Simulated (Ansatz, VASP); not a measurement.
One calculation of LiB2H4, two programs

Contents of INCAR:

```
ALGO = Normal
EDIFF = 1E-6
ENCUT = 520
GGA = PE
ISIF = 2
ISMEAR = 0
LASPH = T
LCHARG = F
LREAL = F
LWAVE = F
NBANDS = 16
NELM = 60
PREC = Accurate
SIGMA = 0.1
```

The input KPOINTS:

```
k-points
0
Gamma
  6 6 4
```

File POSCAR:

```
LiB2H4
1.0
    2.7065852868      0.0000000000      0.0000000000
    0.7679200295      3.8827426157      0.0000000000
    1.0915201639      1.6456238385      5.7746655735
Li B H
1 2 4
Direct
    0.0000000000      0.0000000000      0.5000000000
    0.3573564387      0.4208757168      0.6327407326
    0.6426435613      0.5791242832      0.3672592674
    0.8401710020      0.3954514095      0.2358945546
    0.1598289980      0.6045485905      0.7641054454
    0.6114192555      0.8968504650      0.2621952258
    0.3885807445      0.1031495350      0.7378047742
```

Input for Ansatz:

```yaml
crystal:
  lattice:
    - [2.7065852868, 0.0, 0.0]
    - [0.7679200295, 3.8827426157, 0.0]
    - [1.0915201639, 1.6456238385, 5.7746655735]
  atoms:
    - { symbol: Li, position: [0.0, 0.0, 0.5] }
    - { symbol: B, position: [0.3573564387, 0.4208757168, 0.6327407326] }
    - { symbol: B, position: [0.6426435613, 0.5791242832, 0.3672592674] }
    - { symbol: H, position: [0.840171002, 0.3954514095, 0.2358945546] }
    - { symbol: H, position: [0.159828998, 0.6045485905, 0.7641054454] }
    - { symbol: H, position: [0.6114192555, 0.896850465, 0.2621952258] }
    - { symbol: H, position: [0.3885807445, 0.103149535, 0.7378047742] }
basis:
  ecutwfc: 420
kpoints:
  mp_grid: { grid: [6, 6, 4] }
hamiltonian:
  xc: pbe
scf:
  occupations: { method: gaussian, width: 0.1 }
  lower_state_search: "off"
output:
  forces: true
  stress: true
  eigenvalues: true
```

Change from the starting cell: the structure that the rattled cell fell into.

Alike in both runs: task single point; functional PBE; k mesh 6 × 6 × 4; occupations gaussian, width 0.1 eV; no spin polarisation.

|  | VASP | Ansatz |
| --- | --- | --- |
| version | VASP 6.6.1 | Ansatz 0.2.0 |
| potentials or method | VASP PAW PBE potentials, release 64 (Li_sv, B, H), cutoff 520 eV | scalar-relativistic, plane waves, PAW |
| valence electrons in the cell | 13 | 13 |

Ansatz gave:

* gap on the k mesh at the Fermi level (eV): none
* rms of the force components (eV/Å): 0.222

What did VASP give for the same quantities?

gap on the k mesh at the Fermi level (eV): none; rms of the force components (eV/Å): 0.220.

Atom by atom the forces differ by 0.003 eV/Å (rms over components). A gap of «none» marks a metal or a gap that the smearing closes.

The k mesh is coarse, so the values compare programs but aren't converged. Noted on VASP's run: the cutoff is short for stress, so the pressure is rough.
